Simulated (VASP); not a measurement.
# LaP (Fm-3m) in VASP: a series of runs, part 2 of 2

VASP 6.6.1. Earlier steps stand in the parts before.

## 3. Single point, LDA

This run uses another cell than the first one, of 15.35 Å³/atom.

File INCAR:

```
SYSTEM = LaP
PREC = Accurate
ENCUT = 520
EDIFF = 1E-6
ISMEAR = -1
SIGMA = 0.05
LREAL = .FALSE.
LASPH = .TRUE.
NELM = 100
ALGO = Normal
ISIF = 2
LWAVE = .FALSE.
LCHARG = .FALSE.
NBANDS = 15
```

File KPOINTS:

```
Automatic mesh
0
G
  10 10 10
  0 0 0
```

File POSCAR:

```
LaP
1.0
    0.0000000000      2.4852065184      2.4852065184
    2.4852065184      0.0000000000      2.4852065184
    2.4852065184      2.4852065184      0.0000000000
La P
1 1
Direct
    0.0000000000      0.0000000000      0.0000000000
    0.5000000000      0.5000000000      0.5000000000
```

Potentials or basis: VASP PAW LDA potentials, release 64 (La, P).

Started as:

```
cat potpaw_LDA.64/La/POTCAR potpaw_LDA.64/P/POTCAR > POTCAR
mpirun -np 1 vasp_std > vasp.out
```

OUTCAR:

```text
SYSTEM = LaP
   PREC = Accurate
   ENCUT = 520
   EDIFF = 1E-6
   ISMEAR = -1
   LREAL = .FALSE.
   LASPH = .TRUE.
   NELM = 100
   ISIF = 2

 ion  position               nearest neighbor table
   1  0.000  0.000  0.000-   2 2.49   2 2.49   2 2.49   2 2.49   2 2.49   2 2.49
   2  0.500  0.500  0.500-   1 2.49   1 2.49   1 2.49   1 2.49   1 2.49   1 2.49

  LATTYP: Found a face centered cubic cell.
 ALAT       =     4.9704130368

  Lattice vectors:

 A1 = (   0.0000000000,   2.4852065184,   2.4852065184)
 A2 = (   2.4852065184,   0.0000000000,   2.4852065184)
 A3 = (   2.4852065184,   2.4852065184,   0.0000000000)

Analysis of symmetry for initial positions (statically):
=====================================================================
 Subroutine PRICEL returns:
 Original cell was already a primitive cell.

 Routine SETGRP: Setting up the symmetry group for a
 face centered cubic supercell.

 Subroutine GETGRP returns: Found 48 space group operations
 (whereof 48 operations were pure point group operations)
 out of a pool of 48 trial point group operations.

The static configuration has the point symmetry O_h .

Analysis of symmetry for dynamics (positions and initial velocities):
=====================================================================
 Subroutine PRICEL returns:
 Original cell was already a primitive cell.

 Routine SETGRP: Setting up the symmetry group for a
 face centered cubic supercell.

 Subroutine GETGRP returns: Found 48 space group operations
 (whereof 48 operations were pure point group operations)
 out of a pool of 48 trial point group operations.

The dynamic configuration has the point symmetry O_h .

 Subroutine INISYM returns: Found 48 space group operations
 (whereof 48 operations are pure point group operations),
 and found     1 'primitive' translations

----------------------------------------------------------------------------------------

                                     Primitive cell

  volume of cell :      30.6985

  direct lattice vectors                    reciprocal lattice vectors
     0.000000000  2.485206518  2.485206518    -0.201190523  0.201190523  0.201190523
     2.485206518  0.000000000  2.485206518     0.201190523 -0.201190523  0.201190523
     2.485206518  2.485206518  0.000000000     0.201190523  0.201190523 -0.201190523

  length of vectors
     3.514612764  3.514612764  3.514612764     0.348472208  0.348472208  0.348472208

  position of ions in fractional coordinates (direct lattice)
     0.000000000  0.000000000  0.000000000
     0.500000000  0.500000000  0.500000000

  ion indices of the primitive-cell ions
   primitive index   ion index
                 1           1
                 2           2

----------------------------------------------------------------------------------------

 KPOINTS: Automatic mesh

Automatic generation of k-mesh.
 Grid dimensions read from file:
 generate k-points for:   10   10   10

 Generating k-lattice:

  Cartesian coordinates                     Fractional coordinates (reciprocal lattice)
[... 40 lines left out ...]
  0.400000  0.300000  0.000000     24.000000
 [... further k-points ...]
   k-points           NKPTS =     47   k-points in BZ     NKDIM =     47   number of bands    NBANDS=     15
   number of dos      NEDOS =    301   number of ions     NIONS =      2
   total plane-waves  NPLWV =  21952
   dimension x,y,z NGX =    28 NGY =   28 NGZ =   28
   dimension x,y,z NGXF=    56 NGYF=   56 NGZF=   56
   ions per type =               1   1
   NGX,Y,Z   is equivalent  to a cutoff of  13.24, 13.24, 13.24 a.u.
   NGXF,Y,Z  is equivalent  to a cutoff of  26.49, 26.49, 26.49 a.u.
 SYSTEM =  LaP
   PREC   = accura    normal or accurate (medium, high low for compatibility)
   ISTART =      0    job   : 0-new  1-cont  2-samecut
   ICHARG =      2    charge: 1-file 2-atom 10-const
   ISPIN  =      1    spin polarized calculation?
   LNONCOLLINEAR =      F non collinear calculations
   LSORBIT =      F    spin-orbit coupling
   LASPH  =      T    aspherical Exc in radial PAW
   ENCUT  =  520.0 eV  38.22 Ry    6.18 a.u.   6.53  6.53  6.53*2*pi/ulx,y,z
   NELM   =    100;   NELMIN=  2; NELMDL= -5     # of ELM steps
   EDIFF  = 0.1E-05   stopping-criterion for ELM
   LREAL  =      F    real-space projection
   EDIFFG = 0.1E-04   stopping-criterion for IOM
   NSW    =      0    number of steps for IOM
   IBRION =     -1    ionic relax: 0-MD 1-quasi-New 2-CG
   NFREE  =      0    steps in history (QN), initial steepest desc. (CG)
   ISIF   =      2    stress and relaxation
   ISYM   =      2    0-nonsym 1-usesym 2-fastsym
   POTIM  = 0.5000    time-step for ionic-motion
   TEBEG  =    0.0;   TEEND  =   0.0 temperature during run
   PSTRESS=    0.0 pullay stress
   NELECT =      16.0000    total number of electrons
   NUPDOWN=      -1.0000    fix difference up-down
   EMIN   =  10.00;   EMAX   =-10.00  energy-range for DOS
   EFERMI =   0.00;   METHOD = LEGACY
   ISMEAR =    -1;   SIGMA  =   0.05  broadening in eV -4-tet -1-fermi 0-gaus
   EFERMI_NEDOS =   21; number of points for ismear=-14 and -15
   IALGO  =     38    algorithm
   IMIX   =      4    mixing-type and parameters
     AMIX     =   0.40;   BMIX     =  1.00
     AMIX_MAG =   1.60;   BMIX_MAG =  1.00
  volume/ion in A,a.u.               =      15.35       103.58
  Fermi-wavevector in a.u.,A,eV,Ry     =   1.317475  2.489667 23.616177  1.735740
  Thomas-Fermi vector in A             =   2.447513
   LORBIT       =      0    0 simple, 1 ext, 2 COOP (PROOUT), +10 PAW based schemes
   GGA     = CA    functional components
   LHFCALC =     F    Hartree Fock is set to
   AEXX    =    0.0000 exact exchange contribution
   IVDW    =     0    specifies the selected vdW correction
   LEPSILON=     F    determine dielectric tensor
   LRPA    =     F    only Hartree local field effects (RPA)
 non-spin polarized calculation
  energy-cutoff  :      520.00
  volume of cell :       30.70
 maximum number of plane-waves:       869
 NGX is ok and might be reduce to    28
   NGX = 13   NGY = 13   NGZ = 13

 number of electron      16.0000001 magnetization

 Free energy of the ion-electron system (eV)
  ---------------------------------------------------
  ext. energy  EPLUGINS =         0.00000000
  ---------------------------------------------------
  free energy    TOTEN  =        -9.75877324 eV

  energy without entropy =       -9.74820692  energy(sigma->0) =       -9.75349008

 E-fermi :  14.0689     XC(G=0): -12.5642

 val. band max:       14.0338486009   @ k =  -0.3000   0.4000   0.1000
 cond. band min:      14.0833184520   @ k =   0.4000   0.3000   0.1000
 fundamental gap:      0.0494698511
 Fermi energy:        14.0688997255

 k-point     1 :       0.0000    0.0000    0.0000
  band No.  band energies     occupation
      1     -17.3661      2.00000
      2      -0.1560      2.00000
      3      -0.1560      2.00000
      4      -0.1560      2.00000
      5       3.7327      2.00000
      6      13.3805      2.00000
      7      13.3805      2.00000
      8      13.3805      2.00000
      9      14.2570      0.04541
     10      14.2570      0.04541
     11      14.2570      0.04541
     12      16.0575      0.00000
     13      16.0575      0.00000
     14      16.6932      0.00000
[... 401 lines left out ...]
      2      -3.0172      2.00000
      3      -1.3141      2.00000
      4      -1.1499      2.00000
      5       4.0512      2.00000
      6      11.5356      2.00000
      7      12.8273      2.00000
      8      13.4181      2.00000
      9      13.9705      1.75469
     10      17.6108      0.00000
     11      17.8884      0.00000
     12      17.9795      0.00000
     13      18.1783      0.00000
     14      18.7090      0.00000
     15      18.8364      0.00000

 [... further k-points ...]

------------------------ aborting loop because EDIFF is reached ----------------------------------------

  FORCE on cell =-STRESS in cart. coord.  units (eV):
  Direction    XX          YY          ZZ          XY          YZ          ZX
  --------------------------------------------------------------------------------------
  -------------------------------------------------------------------------------------
  Total       19.7007791     19.7007791     19.7007791      0.0000000     -0.0000000      0.0000000
  in kB     1028.1974845   1028.1974845   1028.1974845      0.0000000     -0.0000000      0.0000000
  external PRESSURE =    1028.1974845 kB  Pullay stress =       0.0000000 kB

 VOLUME and BASIS-vectors are now :
 -----------------------------------------------------------------------------
  energy-cutoff  :      520.00
  volume of cell :       30.70
      direct lattice vectors                 reciprocal lattice vectors
     0.000000000  2.485206518  2.485206518    -0.201190523  0.201190523  0.201190523
     2.485206518  0.000000000  2.485206518     0.201190523 -0.201190523  0.201190523
     2.485206518  2.485206518  0.000000000     0.201190523  0.201190523 -0.201190523

 POSITION                                       TOTAL-FORCE (eV/Angst)
 -----------------------------------------------------------------------------------
      0.00000      0.00000      0.00000         0.000000      0.000000     -0.000000
      2.48521      2.48521      2.48521        -0.000000     -0.000000      0.000000
 -----------------------------------------------------------------------------------
    total drift:                               -0.000000      0.000000      0.000000

  FREE ENERGIE OF THE ION-ELECTRON SYSTEM (eV)
  ---------------------------------------------------
  free  energy   TOTEN  =        -9.7587732433 eV

  energy  without entropy=       -9.7482069212  energy(sigma->0) =       -9.75349008
```

OSZICAR:

```text
N       E                     dE             d eps       ncg     rms          rms(c)
DAV:   1     0.113372156970E+03    0.11337E+03   -0.59636E+03  1498   0.163E+03
DAV:   2     0.261813738247E+01   -0.11075E+03   -0.96057E+02  1621   0.234E+02
DAV:   3    -0.953086351945E+01   -0.12149E+02   -0.11052E+02  2395   0.940E+01
DAV:   4    -0.100420707502E+02   -0.51121E+00   -0.50576E+00  2080   0.205E+01
DAV:   5    -0.100632628889E+02   -0.21192E-01   -0.21170E-01  2182   0.282E+00    0.108E+01
DAV:   6    -0.983073387462E+01    0.23253E+00   -0.30112E-01  2078   0.312E+00    0.662E+00
DAV:   7    -0.976157017523E+01    0.69164E-01   -0.83853E-02  1849   0.161E+00    0.162E+00
DAV:   8    -0.975883541522E+01    0.27348E-02   -0.14864E-02  2513   0.937E-01    0.923E-02
DAV:   9    -0.975876472598E+01    0.70689E-04   -0.43880E-04  2188   0.161E-01    0.528E-02
DAV:  10    -0.975877324697E+01   -0.85210E-05   -0.65200E-05  2507   0.742E-02    0.191E-02
DAV:  11    -0.975877324327E+01    0.37028E-08   -0.50185E-06  2148   0.264E-02
   1 F= -.97587732E+01 E0= -.97534901E+01  d E =-.105663E-01
```

stdout:

```text
POSCAR found type information on POSCAR LaP
 POSCAR found :  2 types and       2 ions
 scaLAPACK will be used
 LDA part: xc-table for (Slater(with rela. corr.)+CA(PZ))
 , standard interpolation
 POSCAR, INCAR and KPOINTS ok, starting setup
 FFT: planning ... GRIDC
 FFT: planning ... GRID_SOFT
 FFT: planning ... GRID
 WAVECAR not read
 entering main loop
```

Run time: 13 s. Hardware: 1 thread of Intel Xeon Platinum 8488C (Sapphire Rapids), shared host; peak memory 0.17 GiB.

Results:

| Property | Result |
| --- | --- |
| Free energy | -9.7588 eV |
| Pressure | 102.8 GPa |
| Band gap on the k mesh | zero (bands 8 and 9 overlap by 1.46 eV) |

Levels at points of the mesh, in eV from the Fermi level:
| k point | band 4 | band 5 | band 6 | band 7 | band 8 | band 9 | band 10 | band 11 | band 12 | band 13 |
| --- | --- | --- | --- | --- | --- | --- | --- | --- | --- | --- |
| (0.00, 0.00, 0.00) | -14.22 | -10.34 | -0.69 | -0.69 | -0.69 | 0.19 | 0.19 | 0.19 | 1.99 | 1.99 |
| (0.50, 0.00, 0.00) | -14.49 | -5.80 | -5.20 | -4.11 | -4.11 | 2.75 | 3.23 | 3.23 | 4.42 | 4.42 |
| (0.50, 0.50, 0.00) | -15.50 | -11.42 | -3.15 | 0.44 | 0.44 | 1.69 | 3.91 | 4.04 | 4.33 | 4.33 |

Caveat: the cell stands under pressure; spin-orbit coupling is left out, which moves the levels of the heavy elements.

## 4. Single point, LDA (15.35 Å³/atom)

This run uses another cell than the first one, of 15.35 Å³/atom.

File INCAR:

```
SYSTEM = LaP
ALGO = Normal ; EDIFF = 1E-6
ENCUT = 520 ; GGA = CA
ISIF = 2 ; ISMEAR = -1
LASPH = .TRUE. ; LCHARG = .FALSE.
LREAL = .FALSE. ; LWAVE = .FALSE.
NBANDS = 15 ; NELM = 80
PREC = Accurate ; SIGMA = 0.05
```

File KPOINTS:

```
k-points
0
G
  10 10 10
  0 0 0
```

POSCAR is that of step 3.

Started as:

```
cat potpaw_LDA.64/La/POTCAR potpaw_LDA.64/P/POTCAR > POTCAR
mpirun -np 1 vasp_std > vasp.out
```

Run time: 13 s. Hardware: 1 thread of Intel Xeon Platinum 8488C (Sapphire Rapids), shared host; peak memory 0.17 GiB.

It converged, with:

- Free energy: -9.7588 eV
- Pressure: 102.8 GPa
- Band gap on the k mesh: zero (bands 8 and 9 overlap by 1.46 eV)

Levels at points of the mesh, in eV from the Fermi level:
| k point | band 5 | band 6 | band 7 | band 8 | band 9 | band 10 | band 11 | band 12 |
| --- | --- | --- | --- | --- | --- | --- | --- | --- |
| (0.00, 0.00, 0.00) | -10.34 | -0.69 | -0.69 | -0.69 | 0.19 | 0.19 | 0.19 | 1.99 |
| (0.50, 0.00, 0.00) | -5.80 | -5.20 | -4.11 | -4.11 | 2.75 | 3.23 | 3.23 | 4.42 |
| (0.50, 0.50, 0.00) | -11.42 | -3.15 | 0.44 | 0.44 | 1.69 | 3.91 | 4.04 | 4.33 |

Caveat: the cell stands under pressure; spin-orbit coupling is left out, which moves the levels of the heavy elements.
